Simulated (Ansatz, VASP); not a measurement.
One calculation of Ta3N, two programs

```
Ta N
1.0
     3.96960    0.00000    0.00000
     0.00000    3.96960    0.00000
     0.00000    0.00000    3.96960
Ta N
3 1
Direct
  0.00000 0.50000 0.50000
  0.50000 0.00000 0.50000
  0.50000 0.50000 0.00000
  0.00000 0.00000 0.00000
```

Alike in both runs: functional PBE; k mesh 4 × 4 × 4; occupations gaussian, width 0.1 eV; no spin polarisation.

Ansatz relaxed the structure, and its values are those at the end. VASP's run is a single point on that final structure, the one shown.

|  | VASP | Ansatz |
| --- | --- | --- |
| version | VASP 6.6.1 | Ansatz 0.2.0 |
| potentials or method | VASP PAW PBE potentials, release 64 (Ta_pv, N), cutoff 520 eV | scalar-relativistic, plane waves, PAW |
| valence electrons in the cell | 38 | 44 |

Ansatz gave:

| Property | Result |
| --- | --- |
| gap on the k mesh at the Fermi level (eV) | none |
| pressure (GPa) | 0.1 |

Question: What did VASP give for the same quantities?

Answer: gap on the k mesh at the Fermi level (eV): none; pressure (GPa): 0.3.

A gap of «none» marks a metal or a gap that the smearing closes. The functional is the same, so the differences come from potentials, cutoffs and numerics. VASP's potentials hold 38 valence electrons a cell and Ansatz's 44, so a difference there can come from the potentials and not from the codes.

The k mesh is coarse, so the values compare programs but aren't converged. Spin-orbit coupling is off throughout.
